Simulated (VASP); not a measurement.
A run of VASP 6.6.1:

File INCAR:

```
PREC = Accurate
ENCUT = 520
EDIFF = 1E-6
ISMEAR = 0
SIGMA = 0.05
LREAL = False
LASPH = True
NELM = 80
ALGO = Normal
ISIF = 2
LWAVE = False
LCHARG = False
GGA = PE
IVDW = 12
NBANDS = 35
```

The input KPOINTS:

```
regular mesh
0
Gamma
  12 12 4
```

POSCAR

```
SnO2
1.0
    3.2110219306      0.0000000000      0.0000000000
   -1.6055109653      2.7808265640      0.0000000000
    0.0000000000      0.0000000000     10.1275631691
Sn O
2 4
Direct
    0.0000000000      0.0000000000      0.5000000000
    0.0000000000      0.0000000000      0.0000000000
    0.6666666667      0.3333333333      0.4017901367
    0.6666666667      0.3333333333      0.0982098633
    0.3333333333      0.6666666667      0.5982098633
    0.3333333333      0.6666666667      0.9017901367
```

Potentials or basis: VASP PAW PBE potentials, release 64 (Sn_d, O).

Run with:

```bash
$ cat potpaw_PBE.64/Sn_d/POTCAR potpaw_PBE.64/O/POTCAR > POTCAR
$ mpirun -np 1 vasp_std > vasp.out
```

Hardware: 1 thread of Oxide Virtual Turin-like Processor (shared host).

Question: How long does it take, and how much memory?

Answer: It took 3.5 min on 1 thread of Oxide Virtual Turin-like Processor, with other jobs on the host, peak memory 0.26 GiB. Counts: scf iterations 14, k points 57.
